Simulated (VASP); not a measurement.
# Cu (P6_3/mmc) in VASP: further runs, part 2 of 3

VASP 6.6.1.

**3. Relaxation of cell and atoms, PBEsol, target pressure 15 GPa, at which the enthalpy is minimised**

This run uses another cell than the first one, of 10.49 Å³/atom, 1.059 times its volume.

Contents of INCAR:

```
SYSTEM = Cu
ALGO     = Fast           ! electronic algorithm
EDIFF    = 1E-6           ! SCF threshold, eV
EDIFFG   = -0.008         ! ionic threshold
ENCUT    = 600            ! plane-wave cutoff, eV
GGA      = PS             ! functional
IBRION   = 2              ! ionic algorithm
ISIF     = 3              ! what is computed and relaxed
ISMEAR   = 0              ! smearing method
LASPH    = .TRUE.         ! aspherical terms in the spheres
LCHARG   = .FALSE.        ! write CHGCAR
LREAL    = .FALSE.        ! projectors in reciprocal space
LWAVE    = .FALSE.        ! write WAVECAR
NELM     = 80             ! most SCF steps
NSW      = 70             ! ionic steps
PREC     = Accurate       ! precision mode
PSTRESS  = 150.0        
SIGMA    = 0.1            ! smearing width, eV
```

Contents of KPOINTS:

```
k-points
0
G
  18 18 6
  0 0 0
```

Contents of POSCAR:

```
Cu
1.0
    2.4561595077      0.0000000000      0.0000000000
   -1.2280797539      2.1270965294      0.0000000000
    0.0000000000      0.0000000000      8.0287684181
Cu
4
Direct
    0.0000000000      0.0000000000      0.0000000000
    0.3333333333      0.6666666667      0.2500000000
    0.0000000000      0.0000000000      0.5000000000
    0.6666666667      0.3333333333      0.7500000000
```

Potentials or basis: VASP PAW PBE potentials, release 64 (Cu).

Command:

```console
cat potpaw_PBE.64/Cu/POTCAR > POTCAR
mpirun -np 1 vasp_std > vasp.out
```

OUTCAR:

```text
SYSTEM = Cu
   EDIFF = 1E-6
   EDIFFG = -0.008
   ENCUT = 600
   GGA = PS
   IBRION = 2
   ISIF = 3
   ISMEAR = 0
   LASPH = .TRUE.
   LREAL = .FALSE.
   NELM = 80
   NSW = 70
   PREC = Accurate
   PSTRESS = 150.0

 ion  position               nearest neighbor table
   1  0.000  0.000  0.000-   2 2.46   4 2.46   4 2.46   2 2.46   4 2.46   2 2.46
   2  0.333  0.667  0.250-   1 2.46   3 2.46   1 2.46   3 2.46   1 2.46   3 2.46
   3  0.000  0.000  0.500-   2 2.46   4 2.46   4 2.46   2 2.46   4 2.46   2 2.46
   4  0.667  0.333  0.750-   1 2.46   3 2.46   1 2.46   3 2.46   1 2.46   3 2.46

  LATTYP: Found a hexagonal cell.
 ALAT       =     2.4561595077
 C/A-ratio  =     3.2688302176

  Lattice vectors:

 A1 = (   2.4561595077,   0.0000000000,   0.0000000000)
 A2 = (  -1.2280797539,   2.1270965294,   0.0000000000)
 A3 = (   0.0000000000,   0.0000000000,   8.0287684181)

Analysis of symmetry for initial positions (statically):
=====================================================================
 Subroutine PRICEL returns:
 Original cell was already a primitive cell.

 Routine SETGRP: Setting up the symmetry group for a
 hexagonal supercell.

 Subroutine GETGRP returns: Found 24 space group operations
 (whereof 12 operations were pure point group operations)
 out of a pool of 24 trial point group operations.

The static configuration has the point symmetry D_3d.
 The point group associated with its full space group is D_6h.

Analysis of symmetry for dynamics (positions and initial velocities):
=====================================================================
 Subroutine PRICEL returns:
 Original cell was already a primitive cell.

 Routine SETGRP: Setting up the symmetry group for a
 hexagonal supercell.

 Subroutine GETGRP returns: Found 24 space group operations
 (whereof 12 operations were pure point group operations)
 out of a pool of 24 trial point group operations.

The dynamic configuration has the point symmetry D_3d.
 The point group associated with its full space group is D_6h.

 Subroutine INISYM returns: Found 24 space group operations
 (whereof 12 operations are pure point group operations),
 and found     1 'primitive' translations

----------------------------------------------------------------------------------------

                                     Primitive cell

  volume of cell :      41.9462

  direct lattice vectors                    reciprocal lattice vectors
     2.456159508  0.000000000  0.000000000     0.407139682  0.235062205  0.000000000
    -1.228079754  2.127096529  0.000000000     0.000000000  0.470124410  0.000000000
     0.000000000  0.000000000  8.028768418     0.000000000  0.000000000  0.124552104

  length of vectors
     2.456159508  2.456159508  8.028768418     0.470124410  0.470124410  0.124552104

  position of ions in fractional coordinates (direct lattice)
     0.000000000  0.000000000  0.000000000
     0.333333333  0.666666667  0.250000000
     0.000000000  0.000000000  0.500000000
     0.666666667  0.333333333  0.750000000

  ion indices of the primitive-cell ions
   primitive index   ion index
                 1           1
                 2           2
                 3           3
                 4           4

[... 29 lines left out ...]
  0.055556  0.000000  0.000000      6.000000
  0.111111  0.000000  0.000000      6.000000
  0.166667  0.000000  0.000000      6.000000
  0.222222  0.000000  0.000000      6.000000
  0.277778  0.000000  0.000000      6.000000
[... 16 lines left out ...]
  0.333333  0.111111  0.000000     12.000000
  0.388889  0.111111  0.000000     12.000000
 [... further k-points ...]
   k-points           NKPTS =    148   k-points in BZ     NKDIM =    148   number of bands    NBANDS=     26
   number of dos      NEDOS =    301   number of ions     NIONS =      4
   total plane-waves  NPLWV =  25600
   dimension x,y,z NGX =    20 NGY =   20 NGZ =   64
   dimension x,y,z NGXF=    40 NGYF=   40 NGZF=  128
   ions per type =               4
   NGX,Y,Z   is equivalent  to a cutoff of  13.54, 13.54, 13.25 a.u.
   NGXF,Y,Z  is equivalent  to a cutoff of  27.07, 27.07, 26.50 a.u.
 SYSTEM =  Cu
   PREC   = accura    normal or accurate (medium, high low for compatibility)
   ISTART =      0    job   : 0-new  1-cont  2-samecut
   ICHARG =      2    charge: 1-file 2-atom 10-const
   ISPIN  =      1    spin polarized calculation?
   LNONCOLLINEAR =      F non collinear calculations
   LSORBIT =      F    spin-orbit coupling
   LASPH  =      T    aspherical Exc in radial PAW
   ENCUT  =  600.0 eV  44.10 Ry    6.64 a.u.   4.91  4.91 16.04*2*pi/ulx,y,z
   NELM   =     80;   NELMIN=  2; NELMDL= -5     # of ELM steps
   EDIFF  = 0.1E-05   stopping-criterion for ELM
   LREAL  =      F    real-space projection
   EDIFFG = -.8E-02   stopping-criterion for IOM
   NSW    =     70    number of steps for IOM
   IBRION =      2    ionic relax: 0-MD 1-quasi-New 2-CG
   NFREE  =      1    steps in history (QN), initial steepest desc. (CG)
   ISIF   =      3    stress and relaxation
   ISYM   =      2    0-nonsym 1-usesym 2-fastsym
   POTIM  = 0.5000    time-step for ionic-motion
   TEBEG  =    0.0;   TEEND  =   0.0 temperature during run
   PSTRESS=  150.0 pullay stress
   NELECT =      44.0000    total number of electrons
   NUPDOWN=      -1.0000    fix difference up-down
   EMIN   =  10.00;   EMAX   =-10.00  energy-range for DOS
   EFERMI =   0.00;   METHOD = LEGACY
   ISMEAR =     0;   SIGMA  =   0.10  broadening in eV -4-tet -1-fermi 0-gaus
   EFERMI_NEDOS =   21; number of points for ismear=-14 and -15
   IALGO  =     68    algorithm
   IMIX   =      4    mixing-type and parameters
     AMIX     =   0.40;   BMIX     =  1.00
     AMIX_MAG =   1.60;   BMIX_MAG =  1.00
  volume/ion in A,a.u.               =      10.49        70.77
  Fermi-wavevector in a.u.,A,eV,Ry     =   1.663393  3.143357 37.645629  2.766876
  Thomas-Fermi vector in A             =   2.750118
   LORBIT       =      0    0 simple, 1 ext, 2 COOP (PROOUT), +10 PAW based schemes
   GGA     = PS    functional components
   LHFCALC =     F    Hartree Fock is set to
   AEXX    =    0.0000 exact exchange contribution
   IVDW    =     0    specifies the selected vdW correction
   LEPSILON=     F    determine dielectric tensor
   LRPA    =     F    only Hartree local field effects (RPA)
 conjugate gradient relaxation of ions
 non-spin polarized calculation
 RMM-DIIS sequential band-by-band and
 Gauss-broadening in eV      SIGMA  =   0.10
  energy-cutoff  :      600.00
  volume of cell :       41.95
 maximum number of plane-waves:      1431
 NGX is ok and might be reduce to    20
   NGX =  9   NGY =  9   NGZ = 33

--------------------------------------- Ionic step        1  -------------------------------------------

 number of electron      44.0000004 magnetization

 Free energy of the ion-electron system (eV)
  ---------------------------------------------------
  ext. energy  EPLUGINS =         0.00000000
  ---------------------------------------------------
  free energy    TOTEN  =       -17.05018076 eV

  energy without entropy =      -17.04337006  energy(sigma->0) =      -17.04677541

------------------------ aborting loop because EDIFF is reached ----------------------------------------

  FORCE on cell =-STRESS in cart. coord.  units (eV):
  Direction    XX          YY          ZZ          XY          YZ          ZX
  --------------------------------------------------------------------------------------
  -------------------------------------------------------------------------------------
  Total        4.4648417      4.4648417      4.4557865     -0.0000000      0.0000000      0.0000000
  in kB      170.5390951    170.5390951    170.1932199     -0.0000000      0.0000000      0.0000000
  external PRESSURE =      20.4238034 kB  Pullay stress =     150.0000000 kB
[... 67 lines left out ...]
--------------------------------------- Ionic step        3  -------------------------------------------

 number of electron      43.9999999 magnetization

 Free energy of the ion-electron system (eV)
  ---------------------------------------------------
  ext. energy  EPLUGINS =         0.00000000
  ---------------------------------------------------
  free energy    TOTEN  =       -17.07142353 eV

  energy without entropy =      -17.06457910  energy(sigma->0) =      -17.06800132

 E-fermi :   8.8497     XC(G=0): -13.5859

 val. band max:        8.8364530549   @ k =   0.2222   0.2222   0.0000
 cond. band min:       8.8591764832   @ k =   0.2222   0.1111   0.3333
 fundamental gap:      0.0227234283
 Fermi energy:         8.8496778085

 k-point     1 :       0.0000    0.0000    0.0000
  band No.  band energies     occupation
      1      -1.4009      2.00000
      2       0.8778      2.00000
      3       0.8863      2.00000
      4       3.1102      2.00000
      5       5.1764      2.00000
      6       5.1816      2.00000
[... 685 lines left out ...]
     25      14.8194      0.00000
     26      14.8824      0.00000

 [... further k-points ...]
[... 5 lines left out ...]
  --------------------------------------------------------------------------------------
  -------------------------------------------------------------------------------------
  Total        3.9533416      3.9533416      3.9478652     -0.0000000     -0.0000000      0.0000000
  in kB      150.2245795    150.2245795    150.0164776     -0.0000000     -0.0000000      0.0000000
  external PRESSURE =       0.1552122 kB  Pullay stress =     150.0000000 kB
[... 23 lines left out ...]
  energy  without entropy=      -17.0645790998  energy(sigma->0) =      -17.06800132

  enthalpy is  TOTEN    =       -13.1239919751 eV   P V=        3.9474315586

 reached required accuracy - stopping structural energy minimisation
```

It took 5.8 min on 1 thread of Intel Xeon Platinum 8488C (Sapphire Rapids), shared host; peak memory 0.27 GiB.

Results:

```yaml
Free_energy: -17.0714 eV
Relaxed_volume: 10.54 Å³/atom
Relaxed_cell: a = 2.460 Å, b = 2.460 Å, c = 8.042 Å, α = 90.00°, β = 90.00°, γ = 120.00°
Space_group_after_relaxing_to_0.05_Å: P6_3/mmc (No. 194)
Energy_change_on_relaxing_the_enthalpy_is_what_falls: -5.3 meV/atom
Ionic_steps: 3
Pressure_after_relaxing: 15.0 GPa
Band_gap_on_the_k_mesh: zero (band 22 reaches 12.46 eV, above the bottom of band 23 at 6.97 eV)
```

Step by step:
```tsv
step	energy change (eV)	largest force (eV/Å)	pressure (GPa)	volume (Å³)
1	0.0000	0.0000	17.04	41.95
2	-0.0716	0.0000	12.43	42.76
3	-0.0212	0.0000	15.02	42.16
```

Final structure:
```yaml
crystal:
  lattice:
    - [2.46041, 0.00000, 0.00000]
    - [-1.23021, 2.13078, 0.00000]
    - [0.00000, 0.00000, 8.04244]
  atoms:
    - { symbol: Cu, position: [0.00000, 0.00000, 0.00000] }
    - { symbol: Cu, position: [0.33333, 0.66667, 0.25000] }
    - { symbol: Cu, position: [0.00000, 0.00000, 0.50000] }
    - { symbol: Cu, position: [0.66667, 0.33333, 0.75000] }
```

Caveat: the cell is relaxed towards a set pressure, so the enthalpy falls and the energy may rise; the PAW data sets were made with another functional, which shifts forces and pressure a little.

**4. Relaxation of cell and atoms, PBEsol, target pressure 8 GPa, at which the enthalpy is minimised**

This run uses another cell than the first one, of 10.83 Å³/atom, 1.094 times its volume.

Contents of INCAR:

```
PREC = Accurate ; ENCUT = 600
EDIFF = 1E-7 ; ISMEAR = 0
SIGMA = 0.1 ; LREAL = False
LASPH = True ; NELM = 80
ALGO = Fast ; ISIF = 3
LWAVE = False ; LCHARG = False
GGA = PS ; IBRION = 2
NSW = 70 ; EDIFFG = -0.008
PSTRESS = 80.0
```

Contents of KPOINTS:

```
regular mesh
0
Gamma
  18 18 6
```

Contents of POSCAR:

```
Cu
1.0
    2.4828348896      0.0000000000      0.0000000000
   -1.2414174448      2.1501980878      0.0000000000
    0.0000000000      0.0000000000      8.1151855880
Cu
4
Direct
    0.0000000000      0.0000000000      0.0000000000
    0.3333333333      0.6666666667      0.2500000000
    0.0000000000      0.0000000000      0.5000000000
    0.6666666667      0.3333333333      0.7500000000
```

Command:

```console
cat potpaw_PBE.64/Cu/POTCAR > POTCAR
mpirun -np 1 vasp_std > vasp.out
```

Wall time 14 min (1 thread of Intel Xeon Platinum 8488C (Sapphire Rapids), shared host); peak memory 0.28 GiB.

It converged, with:

```yaml
Free_energy: -17.1704 eV
Relaxed_volume: 10.89 Å³/atom
Relaxed_cell: a = 2.487 Å, b = 2.487 Å, c = 8.129 Å, α = 90.00°, β = 90.00°, γ = 120.00°
Space_group_after_relaxing_to_0.05_Å: P6_3/mmc (No. 194)
Energy_change_on_relaxing_the_enthalpy_is_what_falls: -2.9 meV/atom
Ionic_steps: 5
Pressure_after_relaxing: 8.0 GPa
Band_gap_on_the_k_mesh: zero (band 22 reaches 11.95 eV, above the bottom of band 23 at 6.57 eV)
```

Step by step:
| step | energy change (eV) | largest force (eV/Å) | pressure (GPa) | volume (Å³) |
| --- | --- | --- | --- | --- |
| 1 | 0.0000 | 0.0000 | 9.07 | 43.32 |
| 2 | -0.0226 | 0.0000 | 7.61 | 43.78 |
| 3 | -0.0096 | 0.0000 | 8.18 | 43.50 |
| 4 | -0.0140 | 0.0000 | 7.80 | 43.59 |
| 5 | -0.0117 | 0.0000 | 8.05 | 43.54 |

Final structure:
```
CELL_PARAMETERS angstrom
2.48706 0.00000 0.00000
-1.24353 2.15386 0.00000
0.00000 0.00000 8.12878
ATOMIC_POSITIONS crystal
Cu 0.00000 0.00000 0.00000
Cu 0.33333 0.66667 0.25000
Cu 0.00000 0.00000 0.50000
Cu 0.66667 0.33333 0.75000
```

Levels at points of the mesh, in eV from the Fermi level:
| k point | band 20 | band 21 | band 22 | band 23 | band 24 | band 25 |
| --- | --- | --- | --- | --- | --- | --- |
| (0.00, 0.00, 0.00) | -2.02 | -2.02 | -1.70 | -1.70 | -1.24 | 4.20 |
| (0.50, 0.00, 0.00) | -1.53 | -0.76 | 0.31 | 1.07 | 1.66 | 5.05 |
| (0.00, 0.00, 0.50) | -2.34 | -1.83 | -1.83 | -1.83 | -1.83 | 7.39 |
| (0.50, 0.00, 0.50) | -1.55 | 0.04 | 0.04 | 1.44 | 1.44 | 5.52 |

Caveat: the cell is relaxed towards a set pressure, so the enthalpy falls and the energy may rise; the PAW data sets were made with another functional, which shifts forces and pressure a little.

(Part 2 of 3 ends here.)
